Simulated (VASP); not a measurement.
Set up this calculation in VASP 6.6.1, as the native input.

| Item | Value |
| --- | --- |
| Task | relaxation of cell and atoms |
| Functional | PBE |
| Potentials or basis | VASP PAW PBE potentials, release 64 (Ca_sv, Ti_sv, N) |
| Cutoff | 600 eV |
| k mesh | 4 × 4 × 4 |
| Occupations | gaussian, width 0.1 eV |
| Spin | collinear spin |
| Starting moments | [0.0, 0.0, 0.0, 1.0, 0.0] μB |
| Dipole correction | no |
| Further INCAR settings | ALGO = Normal; EDIFF = 1e-06; IBRION = 2; EDIFFG = -0.04; NSW = 90; ISIF = 3 |

The structure of Ca3TiN lies in POSCAR:

```
Ca3TiN
1.0
    4.5554181500      0.0000000000      0.0000000000
    0.0000000000      4.5554181500      0.0000000000
    0.0000000000      0.0000000000      4.5554181500
Ca Ti N
3 1 1
Direct
    0.5000000000      0.5000000000      0.0000000000
    0.0000000000      0.5000000000      0.5000000000
    0.5000000000      0.0000000000      0.5000000000
    0.0000000000      0.0000000000      0.0000000000
    0.5000000000      0.5000000000      0.5000000000
```

The cell was built from a structure type or drawn by symmetry, and may not be a known phase.

The input as run:

INCAR

```
PREC     = Accurate       # precision mode
ENCUT    = 600            # plane-wave cutoff, eV
EDIFF    = 1E-6           # SCF threshold, eV
ISMEAR   = 0              # smearing method
SIGMA    = 0.1            # smearing width, eV
LREAL    = F              # projectors in reciprocal space
LASPH    = T              # aspherical terms in the spheres
NELM     = 150            # most SCF steps
ALGO     = Normal         # electronic algorithm
ISIF     = 3              # what is computed and relaxed
LWAVE    = F              # write WAVECAR
LCHARG   = F              # write CHGCAR
ISPIN    = 2              # spin polarisation
MAGMOM   = 0 0 0 1 0      # initial moments
LORBIT   = 11             # projections on sites
LMAXMIX  = 4              # l up to which the mixer works
GGA      = PE             # functional
IBRION   = 2              # ionic algorithm
NSW      = 90             # ionic steps
EDIFFG   = -0.04          # ionic threshold
```

KPOINTS

```
Automatic mesh
0
Gamma
  4 4 4
```

Potentials or basis: VASP PAW PBE potentials, release 64 (Ca_sv, Ti_sv, N).

The run is started by

```bash
$ cat potpaw_PBE.64/Ca_sv/POTCAR potpaw_PBE.64/Ti_sv/POTCAR potpaw_PBE.64/N/POTCAR > POTCAR
$ mpirun -np 1 vasp_std > vasp.out
```

Results of the run:

```json
{
  "Relaxed volume": "24.27 Å³/atom",
  "Relaxed cell": "a = 4.951 Å, b = 4.951 Å, c = 4.951 Å, α = 90.00°, β = 90.00°, γ = 90.00°",
  "Space group after relaxing (to 0.1 Å)": "Pm-3m (No. 221)",
  "Energy gained by relaxing": "257.5 meV/atom",
  "Ionic steps": "3",
  "Pressure after relaxing": "0.1 GPa",
  "Net moment": "0.00 μB per cell",
  "Valence electrons inside the program's atomic spheres": "Ca 8.19; Ti 10.08; N 3.58"
}
```

Caveat: the volume moved by over 15 % at a fixed basis, so the end points are rough.

Run time: 5.1 min on 1 thread of Intel(R) Xeon(R) Platinum 8488C (Sapphire Rapids), with other jobs on the host, peak memory 0.28 GiB.
